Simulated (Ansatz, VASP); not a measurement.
**Two plane-wave programs on Cd**

File INCAR:

```
PREC = Accurate
ENCUT = 500
EDIFF = 1E-6
ISMEAR = -4
SIGMA = 0.1
LREAL = False
LASPH = True
NELM = 120
ALGO = Normal
ISIF = 2
LWAVE = False
LCHARG = True
GGA = PE
LELF = True
LVHAR = True
NBANDS = 19
GGA_COMPAT = False
```

The input KPOINTS:

```
Automatic mesh
0
Gamma
  6 6 4
```

The input POSCAR:

```
Cd
1.0
    2.9788725081      0.0000000000      0.0000000000
   -1.4894362540      2.5797792666      0.0000000000
    0.0000000000      0.0000000000      5.6176500000
Cd
2
Direct
    0.6383333333      0.7566666667      0.3060000000
    0.9716666667      0.4233333333      0.8060000000
```

Input for Ansatz:

```yaml
crystal:
  lattice:
    - [2.9788725081, 0.0, 0.0]
    - [-1.489436254, 2.5797792666, 0.0]
    - [0.0, 0.0, 5.61765]
  atoms:
    - { symbol: Cd, position: [0.6383333333, 0.7566666667, 0.306] }
    - { symbol: Cd, position: [0.9716666667, 0.4233333333, 0.806] }
basis:
  ecutwfc: 420
kpoints:
  mp_grid: { grid: [6, 6, 4] }
hamiltonian:
  xc: pbe
scf:
  occupations: { method: tetrahedron_uncorrected }
  max_iter: 100
output:
  forces: true
  stress: true
  eigenvalues: true
  dos: { projected: true }
```

Alike in both runs: task single point; functional PBE; k mesh 6 × 6 × 4; no spin polarisation.

|  | VASP | Ansatz |
| --- | --- | --- |
| version | VASP 6.6.1 | Ansatz 0.2.0 |
| potentials or method | VASP PAW PBE potentials, release 64 (Cd), cutoff 500 eV | scalar-relativistic, plane waves, PAW |
| occupations | tetrahedron | tetrahedron-uncorrected |
| valence electrons in the cell | 24 | 40 |

```tsv
	VASP	Ansatz	Ansatz less VASP
gap on the k mesh at the Fermi level (eV)	none	none	-
pressure (GPa)	4.3	3.9	-0.36
traceless stress, the component that is largest in VASP (GPa)	-1.17	-0.99	+0.188
```

A gap of «none» marks a metal or a gap that the smearing closes. VASP's potentials hold 24 valence electrons a cell and Ansatz's 40, so a difference there can come from the potentials and not from the codes. Ansatz's warnings: band table not solved further, product built on unsolved table.

The k mesh is coarse, so the values compare programs but aren't converged.
